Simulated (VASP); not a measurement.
Runs of VASP 6.6.1 on FeSi. The structure is that of space group P2_13 (No. 198), or close to it. The cells are those of the table. 

```tsv
level	cell	k mesh	cutoff (eV)	smearing	tolerance level	purpose	dipole correction	gap on the mesh (eV)	pressure (GPa)	moment (μB)	largest force (eV/Å)
SCAN	a = 4.551 Å, 8 atoms	4 × 4 × 4	440	gaussian 0.03 eV	standard	a run that is hard to end	-	none	-16.4	4.47	0.15
PBEsol	a = 4.551 Å, 8 atoms	5 × 5 × 5	520	fermi-dirac 0.05 eV	-	-	no	none	-16.6	3.50	0.06
PBE	a = 4.551 Å, 8 atoms	6 × 6 × 6	520	fermi-dirac 0.05 eV	-	-	no	none	-10.3	(b)	0.09
PBEsol	a = 4.551, b = 4.551, c = 4.505 Å, 8 atoms	5 × 5 × 5	520	fermi-dirac 0.05 eV	-	-	no	none	-15.2	(a)	0.05
```

Alike in all rows: task single point; potentials or basis VASP PAW PBE potentials, release 64 (Fe, Si); spin collinear, ferromagnetic start.

**Question.** Fill in the values left out.

**Answer.** (a) 3.23; (b) 3.73.

Caveats: the cell stands under tension; the PAW data sets were made with another functional, which shifts forces and pressure a little (at least some runs).

A gap of «none» marks levels without a gap at the run's occupations.
